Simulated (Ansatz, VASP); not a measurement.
F in VASP and in Ansatz

```
CELL_PARAMETERS angstrom
3.12915 -1.79843 -0.24135
3.12915 1.79843 -0.24135
-2.35289 0.00000 7.20223
ATOMIC_POSITIONS crystal
F 0.08485 0.08485 0.09400
F 0.91515 0.91515 0.90600
F 0.50157 0.50157 0.59372
F 0.49843 0.49843 0.40628
```

Alike in both runs: task single point; functional PBEsol; k mesh 4 × 4 × 2; occupations gaussian, width 0.05 eV; no spin polarisation.

|  | VASP | Ansatz |
| --- | --- | --- |
| version | VASP 6.6.1 | Ansatz 0.2.0 |
| potentials or method | VASP PAW PBE potentials, release 64 (F), cutoff 520 eV | scalar-relativistic, plane waves, PAW |
| valence electrons in the cell | 28 | 28 |

VASP gave:

- gap on the k mesh at the Fermi level (eV): 2.88
- least direct gap on the mesh (eV): 2.96
- pressure (GPa): -0.6
- traceless stress, the component that is largest in VASP (GPa): -0.19
- rms of the force components (eV/Å): 0.034

Q: Which values does Ansatz return?

A: gap on the k mesh at the Fermi level (eV): 2.96; least direct gap on the mesh (eV): 3.03; pressure (GPa): -0.9; traceless stress, the component that is largest in VASP (GPa): -1.45; rms of the force components (eV/Å): 0.268.

VASP's potentials were made for PBE, not for PBEsol. Atom by atom the forces differ by 0.234 eV/Å (rms over components). One of these differences is far larger than is usual between the two programs; its cause wasn't traced. The functional is the same, so the differences come from potentials, cutoffs and numerics.

The k mesh is coarse, so the values compare programs but aren't converged.
